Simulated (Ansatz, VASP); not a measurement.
One calculation of HfN, two programs

File INCAR:

```
SYSTEM = HfN
ALGO = Normal
EDIFF = 1E-7
ENCUT = 520
GGA = PS
ISIF = 2
ISMEAR = 0
LASPH = .True.
LCHARG = .False.
LREAL = .False.
LWAVE = .False.
NBANDS = 23
NELM = 80
PREC = Accurate
SIGMA = 0.1
```

KPOINTS

```
k-points
0
Gamma
  16 16 12
  0 0 0
```

File POSCAR:

```
HfN
1.0
    2.2508679147      2.2508679147      0.0000000000
   -2.2508679147      2.2508679147      0.0000000000
    0.0000000000      0.0000000000      4.6367879043
Hf N
2 2
Direct
    0.0000000000      0.0000000000      0.0000000000
    0.5000000000      0.5000000000      0.5000000000
    0.5000000000      0.5000000000      0.0000000000
    0.0000000000      0.0000000000      0.5000000000
```

Input for Ansatz:

```yaml
crystal:
  lattice:
    - [2.2508679147, 2.2508679147, 0.0]
    - [-2.2508679147, 2.2508679147, 0.0]
    - [0.0, 0.0, 4.6367879043]
  atoms:
    - { symbol: Hf, position: [0.0, 0.0, 0.0] }
    - { symbol: Hf, position: [0.5, 0.5, 0.5] }
    - { symbol: "N", position: [0.5, 0.5, 0.0] }
    - { symbol: "N", position: [0.0, 0.0, 0.5] }
basis:
  ecutwfc: 420
kpoints:
  mp_grid: { grid: [16, 16, 12] }
hamiltonian:
  xc: pbesol
scf:
  occupations: { method: gaussian, width: 0.1 }
output:
  forces: true
  stress: true
  eigenvalues: true
  write_density: true
  write_potential: true
  elf: true
  volumetric_format: npy
```

Change from the starting cell: strain along c alone, the other axes held, atoms relaxed: +3.0 %.

Alike in both runs: task single point; functional PBEsol; k mesh 16 × 16 × 12; occupations gaussian, width 0.1 eV; no spin polarisation.

|  | VASP | Ansatz |
| --- | --- | --- |
| version | VASP 6.6.1 | Ansatz 0.2.0 |
| potentials or method | VASP PAW PBE potentials, release 64 (Hf_pv, N), cutoff 520 eV | scalar-relativistic, plane waves, PAW |
| valence electrons in the cell | 30 | 62 |

Ansatz gave:

| Item | Value |
| --- | --- |
| gap on the k mesh at the Fermi level (eV) | none |
| pressure (GPa) | -7.4 |
| traceless stress, the component that is largest in VASP (GPa) | -8.79 |

Problem. What did VASP give for the same quantities?

Solution. gap on the k mesh at the Fermi level (eV): none; pressure (GPa): -9.5; traceless stress, the component that is largest in VASP (GPa): -8.70.

VASP's potentials were made for PBE, not for PBEsol. A gap of «none» marks a metal or a gap that the smearing closes. VASP's potentials hold 30 valence electrons a cell and Ansatz's 62, so a difference there can come from the potentials and not from the codes.

Spin-orbit coupling is off throughout.
